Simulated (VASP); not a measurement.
# TiSi2 (Cmcm) in VASP: single point with r2SCAN

Aim: the single point of TiSi2 with r2SCAN.

All numbers are computed with VASP 6.6.1; they aren't measurements. Logs are shortened: lines on timing, memory, paths and dates and some standing lists are left out, and cuts for length are marked.

**1. The cell of the first run**

The structure is orthorhombic, space group Cmcm (No. 63). Conventional cell: a = 3.529 Å, b = 13.518 Å, c = 3.565 Å, α = 90.00°, β = 90.00°, γ = 90.00°. Within 3.6 Å of Ti (site symmetry m2m) lie 10 Si at 2.58 to 2.81 Å and 6 Ti at 3.31 to 3.57 Å. Within 3.2 Å of Si (site symmetry m2m) lie 6 Si at 2.38 to 3.15 Å and 6 Ti at 2.58 to 2.81 Å. Si (site symmetry m2m) has 8 Si at 2.51 to 3.15 Å and 4 Ti at 2.66 to 2.67 Å within 3.3 Å.

**2. Single point, r2SCAN**

POSCAR reads:

```
TiSi2
1.0
    1.7644282862     -6.7589378975      0.0000000000
    1.7644282862      6.7589378975      0.0000000000
    0.0000000000      0.0000000000      3.5650963546
Ti Si
2 4
Direct
    0.8968047857      0.1031952143      0.7500000000
    0.1031952143      0.8968047857      0.2500000000
    0.5582642716      0.4417357284      0.7500000000
    0.4417357284      0.5582642716      0.2500000000
    0.2498196787      0.7501803213      0.7500000000
    0.7501803213      0.2498196787      0.2500000000
```

INCAR.step1 reads:

```
ALGO = Normal
EDIFF = 1E-4
ENCUT = 520
GGA = PE
ISMEAR = 0
LASPH = True
LCHARG = False
LREAL = False
LWAVE = True
NBANDS = 29
NELM = 100
PREC = Accurate
SIGMA = 0.1
```

INCAR.step2 reads:

```
ALGO = Normal
EDIFF = 1E-6
ENCUT = 520
ISIF = 2
ISMEAR = 0
ISTART = 1
LASPH = True
LCHARG = True
LELF = True
LMIXTAU = True
LREAL = False
LVHAR = True
LWAVE = False
METAGGA = R2SCAN
NBANDS = 29
NELM = 100
PREC = Accurate
SIGMA = 0.1
```

KPOINTS reads:

```
k-points
0
Gamma
  10 10 10
```

Potentials or basis: VASP PAW PBE potentials, release 64 (Ti_sv, Si).

Command:

```sh
$ cat potpaw_PBE.64/Ti_sv/POTCAR potpaw_PBE.64/Si/POTCAR > POTCAR
$ cp INCAR.step1 INCAR
$ mpirun -np 1 vasp_std > vasp.out
$ cp INCAR.step2 INCAR
$ mpirun -np 1 vasp_std > vasp.out
```

OUTCAR:

```text
EDIFF = 1E-6
   ENCUT = 520
   ISIF = 2
   ISMEAR = 0
   ISTART = 1
   LASPH = True
   LREAL = False
   METAGGA = R2SCAN
   NELM = 100
   PREC = Accurate

 ion  position               nearest neighbor table
   1  0.897  0.103  0.750-   4 2.58   4 2.58   4 2.58   4 2.58   5 2.66   5 2.66   6 2.67   6 2.67
                             3 2.81   3 2.81
   2  0.103  0.897  0.250-   3 2.58   3 2.58   3 2.58   3 2.58   6 2.66   6 2.66   5 2.67   5 2.67
                             4 2.81   4 2.81
   3  0.558  0.442  0.750-   4 2.38   4 2.38   2 2.58   2 2.58   2 2.58   2 2.58   1 2.81   1 2.81
                             5 3.13   5 3.13   6 3.15   6 3.15
   4  0.442  0.558  0.250-   3 2.38   3 2.38   1 2.58   1 2.58   1 2.58   1 2.58   2 2.81   2 2.81
                             6 3.13   6 3.13   5 3.15   5 3.15
   5  0.250  0.750  0.750-   6 2.51   6 2.51   6 2.51   6 2.51   1 2.66   1 2.66   2 2.67   2 2.67
                             3 3.13   3 3.13   4 3.15   4 3.15
   6  0.750  0.250  0.250-   5 2.51   5 2.51   5 2.51   5 2.51   2 2.66   2 2.66   1 2.67   1 2.67
                             4 3.13   4 3.13   3 3.15   3 3.15

  LATTYP: Found a base centered orthorhombic cell.
 ALAT       =     3.5288565724
 B/A-ratio  =     3.8306673898
 C/A-ratio  =     1.0102695537

  Lattice vectors:

 A1 = (   1.7644282862,  -6.7589378975,   0.0000000000)
 A2 = (   1.7644282862,   6.7589378975,   0.0000000000)
 A3 = (   0.0000000000,   0.0000000000,   3.5650963546)

Analysis of symmetry for initial positions (statically):
=====================================================================
 Subroutine PRICEL returns:
 Original cell was already a primitive cell.

 Routine SETGRP: Setting up the symmetry group for a
 base centered orthorhombic supercell.

 Subroutine GETGRP returns: Found  8 space group operations
 (whereof  4 operations were pure point group operations)
 out of a pool of  8 trial point group operations.

The static configuration has the point symmetry C_2h.
 The point group associated with its full space group is D_2h.

Analysis of symmetry for dynamics (positions and initial velocities):
=====================================================================
 Subroutine PRICEL returns:
 Original cell was already a primitive cell.

 Routine SETGRP: Setting up the symmetry group for a
 base centered orthorhombic supercell.

 Subroutine GETGRP returns: Found  8 space group operations
 (whereof  4 operations were pure point group operations)
 out of a pool of  8 trial point group operations.

The dynamic configuration has the point symmetry C_2h.
 The point group associated with its full space group is D_2h.

 Subroutine INISYM returns: Found  8 space group operations
 (whereof  4 operations are pure point group operations),
 and found     1 'primitive' translations

----------------------------------------------------------------------------------------

                                     Primitive cell

  volume of cell :      85.0323

  direct lattice vectors                    reciprocal lattice vectors
     1.764428286 -6.758937898  0.000000000     0.283377910 -0.073976120  0.000000000
     1.764428286  6.758937898  0.000000000     0.283377910  0.073976120  0.000000000
     0.000000000  0.000000000  3.565096355     0.000000000  0.000000000  0.280497328

  length of vectors
     6.985445489  6.985445489  3.565096355     0.292874557  0.292874557  0.280497328

  position of ions in fractional coordinates (direct lattice)
     0.896804786  0.103195214  0.750000000
     0.103195214  0.896804786  0.250000000
     0.558264272  0.441735728  0.750000000
     0.441735728  0.558264272  0.250000000
     0.249819679  0.750180321  0.750000000
     0.750180321  0.249819679  0.250000000

  ion indices of the primitive-cell ions
   primitive index   ion index
                 1           1
                 2           2
                 3           3
                 4           4
                 5           5
                 6           6

----------------------------------------------------------------------------------------

 KPOINTS: k-points

Automatic generation of k-mesh.
 Grid dimensions read from file:
 generate k-points for:   10   10   10

 Generating k-lattice:

  Cartesian coordinates                     Fractional coordinates (reciprocal lattice)
     0.028337791 -0.007397612  0.000000000     0.100000000  0.000000000  0.000000000
     0.028337791  0.007397612  0.000000000     0.000000000  0.100000000  0.000000000
     0.000000000  0.000000000  0.028049733     0.000000000  0.000000000  0.100000000

  Length of vectors
     0.029287456  0.029287456  0.028049733

  Shift w.r.t. Gamma in fractional coordinates (k-lattice)
     0.000000000  0.000000000  0.000000000

 Subroutine IBZKPT returns following result:
 ===========================================

 Found    186 irreducible k-points:

 Following reciprocal coordinates:
            Coordinates               Weight
  0.000000  0.000000  0.000000      1.000000
  0.100000  0.000000  0.000000      4.000000
  0.200000  0.000000  0.000000      4.000000
  0.300000  0.000000  0.000000      4.000000
  0.400000  0.000000  0.000000      4.000000
  0.500000  0.000000  0.000000      2.000000
[... 16 lines left out ...]
  0.300000  0.300000  0.000000      2.000000
  0.400000  0.300000  0.000000      4.000000
 [... further k-points ...]
   k-points           NKPTS =    186   k-points in BZ     NKDIM =    186   number of bands    NBANDS=     29
   number of dos      NEDOS =    301   number of ions     NIONS =      6
   total plane-waves  NPLWV =  81648
   dimension x,y,z NGX =    54 NGY =   54 NGZ =   28
   dimension x,y,z NGXF=   108 NGYF=  108 NGZF=   56
   ions per type =               2   4
   NGX,Y,Z   is equivalent  to a cutoff of  12.85, 12.85, 13.06 a.u.
   NGXF,Y,Z  is equivalent  to a cutoff of  25.70, 25.70, 26.11 a.u.
 SYSTEM =  unknown system
   PREC   = accura    normal or accurate (medium, high low for compatibility)
   ISTART =      1    job   : 0-new  1-cont  2-samecut
   ICHARG =      0    charge: 1-file 2-atom 10-const
   ISPIN  =      1    spin polarized calculation?
   LNONCOLLINEAR =      F non collinear calculations
   LSORBIT =      F    spin-orbit coupling
   LASPH  =      T    aspherical Exc in radial PAW
   ENCUT  =  520.0 eV  38.22 Ry    6.18 a.u.  12.99 12.99  6.63*2*pi/ulx,y,z
   NELM   =    100;   NELMIN=  2; NELMDL=  0     # of ELM steps
   EDIFF  = 0.1E-05   stopping-criterion for ELM
   LREAL  =      F    real-space projection
   EDIFFG = 0.1E-04   stopping-criterion for IOM
   NSW    =      0    number of steps for IOM
   IBRION =     -1    ionic relax: 0-MD 1-quasi-New 2-CG
   NFREE  =      0    steps in history (QN), initial steepest desc. (CG)
   ISIF   =      2    stress and relaxation
   ISYM   =      2    0-nonsym 1-usesym 2-fastsym
   POTIM  = 0.5000    time-step for ionic-motion
   TEBEG  =    0.0;   TEEND  =   0.0 temperature during run
   PSTRESS=    0.0 pullay stress
   NELECT =      40.0000    total number of electrons
   NUPDOWN=      -1.0000    fix difference up-down
   EMIN   =  10.00;   EMAX   =-10.00  energy-range for DOS
   EFERMI =   0.00;   METHOD = LEGACY
   ISMEAR =     0;   SIGMA  =   0.10  broadening in eV -4-tet -1-fermi 0-gaus
   EFERMI_NEDOS =   21; number of points for ismear=-14 and -15
   IALGO  =     38    algorithm
   IMIX   =      4    mixing-type and parameters
     AMIX     =   0.40;   BMIX     =  1.00
     AMIX_MAG =   1.60;   BMIX_MAG =  1.00
  volume/ion in A,a.u.               =      14.17        95.64
  Fermi-wavevector in a.u.,A,eV,Ry     =   1.273211  2.406019 22.055932  1.621065
  Thomas-Fermi vector in A             =   2.406047
   LORBIT       =      0    0 simple, 1 ext, 2 COOP (PROOUT), +10 PAW based schemes
   METAGGA = R2SCAN    functional components
   LHFCALC =     F    Hartree Fock is set to
   AEXX    =    0.0000 exact exchange contribution
   IVDW    =     0    specifies the selected vdW correction
   LEPSILON=     F    determine dielectric tensor
   LRPA    =     F    only Hartree local field effects (RPA)
 non-spin polarized calculation
 Gauss-broadening in eV      SIGMA  =   0.10
  energy-cutoff  :      520.00
  volume of cell :       85.03
 maximum number of plane-waves:      2319
 NGX is ok and might be reduce to    54
   NGX = 25   NGY = 25   NGZ = 13

 number of electron      40.0000005 magnetization

 Free energy of the ion-electron system (eV)
  ---------------------------------------------------
  ext. energy  EPLUGINS =         0.00000000
  ---------------------------------------------------
  free energy    TOTEN  =       -64.27414553 eV

  energy without entropy =      -64.26767506  energy(sigma->0) =      -64.27091030

 E-fermi :  10.6090     XC(G=0): -12.4383

 val. band max:       10.6080660778   @ k =   0.5000   0.2000   0.0000
 cond. band min:      10.6120178148   @ k =  -0.3000   0.3000   0.1000
 fundamental gap:      0.0039517370
 Fermi energy:        10.6090456149

 k-point     1 :       0.0000    0.0000    0.0000
  band No.  band energies     occupation
      1     -48.5954      2.00000
      2     -48.5856      2.00000
      3     -23.9130      2.00000
      4     -23.8655      2.00000
      5     -23.8602      2.00000
      6     -23.8515      2.00000
[... 21 lines left out ...]
     28      13.7526      0.00000
     29      13.9401      0.00000

 k-point     2 :       0.1000    0.0000    0.0000
  band No.  band energies     occupation
      1     -48.5950      2.00000
      2     -48.5852      2.00000
      3     -23.9116      2.00000
      4     -23.8733      2.00000
      5     -23.8595      2.00000
      6     -23.8586      2.00000
[... 21 lines left out ...]
     28      13.8421      0.00000
     29      13.9872      0.00000

 k-point     3 :       0.2000    0.0000    0.0000
  band No.  band energies     occupation
      1     -48.5937      2.00000
      2     -48.5841      2.00000
      3     -23.9079      2.00000
      4     -23.8937      2.00000
      5     -23.8771      2.00000
      6     -23.8574      2.00000
[... 638 lines left out ...]
      5     -23.8976      2.00000
      6     -23.8527      2.00000
[... 21 lines left out ...]
     28      13.9436      0.00000
     29      14.1405      0.00000

 k-point    24 :       0.4000    0.3000    0.0000
  band No.  band energies     occupation
      1     -48.5922      2.00000
      2     -48.5828      2.00000
      3     -23.9201      2.00000
      4     -23.8999      2.00000
      5     -23.8990      2.00000
      6     -23.8546      2.00000
[... 21 lines left out ...]
     28      14.1228      0.00000
     29      14.2084      0.00000

 [... further k-points ...]

------------------------ aborting loop because EDIFF is reached ----------------------------------------

  FORCE on cell =-STRESS in cart. coord.  units (eV):
  Direction    XX          YY          ZZ          XY          YZ          ZX
  --------------------------------------------------------------------------------------
  -------------------------------------------------------------------------------------
  Total        0.0923100      0.1470040      0.0636765      0.0000000      0.0000000      0.0000000
  in kB        1.7393041      2.7698480      1.1997920      0.0000000      0.0000000      0.0000000
  external PRESSURE =       1.9029814 kB  Pullay stress =       0.0000000 kB

 VOLUME and BASIS-vectors are now :
 -----------------------------------------------------------------------------
  energy-cutoff  :      520.00
  volume of cell :       85.03
      direct lattice vectors                 reciprocal lattice vectors
     1.764428286 -6.758937898  0.000000000     0.283377910 -0.073976120  0.000000000
     1.764428286  6.758937898  0.000000000     0.283377910  0.073976120  0.000000000
     0.000000000  0.000000000  3.565096355     0.000000000  0.000000000  0.280497328

 POSITION                                       TOTAL-FORCE (eV/Angst)
 -----------------------------------------------------------------------------------
      1.76443     -5.36396      2.67382         0.000000      0.000406      0.000000
      1.76443      5.36396      0.89127         0.000000     -0.000406      0.000000
      1.76443     -0.78761      2.67382         0.000000      0.013761     -0.000000
      1.76443      0.78761      0.89127         0.000000     -0.013761     -0.000000
      1.76443      3.38191      2.67382         0.000000     -0.002241     -0.000000
      1.76443     -3.38191      0.89127         0.000000      0.002241     -0.000000
 -----------------------------------------------------------------------------------
    total drift:                                0.000000      0.000000      0.000000

  FREE ENERGIE OF THE ION-ELECTRON SYSTEM (eV)
  ---------------------------------------------------
  free  energy   TOTEN  =       -64.2741455300 eV

  energy  without entropy=      -64.2676750645  energy(sigma->0) =      -64.27091030
```

Run time: 28 min. Hardware: 1 thread of Intel Xeon 6975P-C (Granite Rapids), shared host; peak memory 0.56 GiB.

Results:

| Property | Result |
| --- | --- |
| Free energy | -64.2741 eV |
| Pressure | 0.2 GPa |
| Largest force | 0.014 eV/Å |
| Band gap on the k mesh | zero (bands 20 and 21 overlap by 1.04 eV) |

Forces in eV/Å, atoms in the order of the input:
```
Ti   0.000  0.000  0.000
Ti   0.000  0.000  0.000
Si   0.000  0.014  0.000
Si   0.000 -0.014  0.000
Si   0.000 -0.002  0.000
Si   0.000  0.002  0.000
```

Stress tensor (GPa, compression positive):
```
0.17 0.00 0.00
0.00 0.28 0.00
0.00 0.00 0.12
```

Caveat: the PAW data sets were made with another functional, which shifts forces and pressure a little.
